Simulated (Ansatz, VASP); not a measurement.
One calculation of Ir, two programs

The input INCAR:

```
SYSTEM = Ir
ALGO = Normal
EDIFF = 1E-7
EDIFFG = -0.01
ENCUT = 600
GGA = CA
IBRION = 2
ISIF = 3
ISMEAR = -1
LASPH = .True.
LCHARG = .False.
LREAL = .False.
LWAVE = .False.
NELM = 60
NSW = 60
PREC = Accurate
SIGMA = 0.05
```

Contents of KPOINTS:

```
k-points
0
Gamma
  11 11 6
  0 0 0
```

POSCAR

```
Ir
1.0
    2.7513778946      0.0000000000      0.0000000000
   -1.3756889473      2.3827631521      0.0000000000
    0.0000000000      0.0000000000      4.4622900000
Ir
2
Direct
    0.3333333333      0.6666666667      0.2500000000
    0.6666666667      0.3333333333      0.7500000000
```

The input input.yaml:

```yaml
crystal:
  lattice:
    - [2.7513778946, 0.0, 0.0]
    - [-1.3756889473, 2.3827631521, 0.0]
    - [0.0, 0.0, 4.46229]
  atoms:
    - { symbol: Ir, position: [0.3333333333, 0.6666666667, 0.25] }
    - { symbol: Ir, position: [0.6666666667, 0.3333333333, 0.75] }
hamiltonian:
  xc: lda
  pseudopotentials: { kind: paw }
kpoints:
  mp_grid: { grid: [11, 11, 6] }
scf:
  occupations: { method: fermi_dirac, width: 0.05 }
output:
  forces: true
  stress: true
  eigenvalues: true
  write_density: true
  write_potential: true
  elf: true
  volumetric_format: npy
relax:
  f_tol: 0.01
  max_steps: 40
  cell: { stress_tol: 0.05 }
```

Alike in both runs: task relaxation of cell and atoms; functional LDA; k mesh 11 × 11 × 6; occupations fermi-dirac, width 0.05 eV; no spin polarisation.

```csv
,VASP,Ansatz
version,VASP 6.6.1,Ansatz 0.2.0
potentials or method,"VASP PAW LDA potentials, release 64 (Ir)",Ansatz PAW
plane-wave cutoff (eV),600,420
valence electrons in the cell,18,34
```

|  | VASP | Ansatz | Ansatz less VASP |
| --- | --- | --- | --- |
| gap on the k mesh at the Fermi level, each at its own relaxed structure (eV) | none | none | - |
| relaxed volume (Å³/atom) | 14.00 | 13.91 | -0.091 |
| relaxed cell length with the largest relative difference (Å) | 2.712 | 2.706 | -0.0060 |

LDA's correlation is that of Perdew and Zunger in VASP and of Perdew and Wang (1992) in Ansatz. A gap of «none» marks a metal or a gap that the smearing closes. VASP's potentials hold 18 valence electrons a cell and Ansatz's 34, so a difference there can come from the potentials and not from the codes.

Neither program's run includes spin-orbit coupling. Noted on Ansatz's run: the plane-wave basis is chosen anew once the cell has moved, so the energies of steps on either side of that aren't comparable.
